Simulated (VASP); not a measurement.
Write the native input for VASP 6.6.1 that does the following.

```
Task                   : single point
Functional             : PBEsol
Potentials or basis    : VASP PAW PBE potentials, release 64 (Zr_sv, B)
Cutoff                 : 520 eV
k mesh                 : 15 × 15 × 12
Occupations            : gaussian, width 0.15 eV
Spin                   : no spin polarisation
Dipole correction      : no
Further INCAR settings : ALGO = Normal; EDIFF = 1e-07; NBANDS = 16
```

The structure of ZrB2 lies in POSCAR:

```
ZrB2
1.0
    3.1233000000      0.0000000000      0.0000000000
   -1.5616500000      2.7048571436      0.0000000000
    0.0000000000      0.0000000000      3.4483000000
Zr B
1 2
Direct
    0.0000000000      0.0000000000      0.0000000000
    0.3333333333      0.6666666667      0.5000000000
    0.6666666667      0.3333333333      0.5000000000
```

The input as run:

INCAR

```
PREC = Accurate ; ENCUT = 520
EDIFF = 1E-7 ; ISMEAR = 0
SIGMA = 0.15 ; LREAL = False
LASPH = True ; NELM = 60
ALGO = Normal ; ISIF = 2
LWAVE = False ; LCHARG = False
GGA = PS ; NBANDS = 16
```

KPOINTS

```
regular mesh
0
Gamma
  15 15 12
```

Potentials or basis: VASP PAW PBE potentials, release 64 (Zr_sv, B).

Launch:

```sh
$ cat potpaw_PBE.64/Zr_sv/POTCAR potpaw_PBE.64/B/POTCAR > POTCAR
$ mpirun -np 1 vasp_std > vasp.out
```

It gave:

| Item | Value |
| --- | --- |
| Pressure | 10.2 GPa |
| Band gap on the k mesh | zero (band 9 reaches 11.75 eV, above the bottom of band 10 at 10.77 eV) |

Caveat: the PAW data sets were made with another functional, which shifts forces and pressure a little.

Wall time 43 s on 1 thread of AMD EPYC 9R45 96-Core Processor (Zen 5) (shared host), peak memory 0.18 GiB.
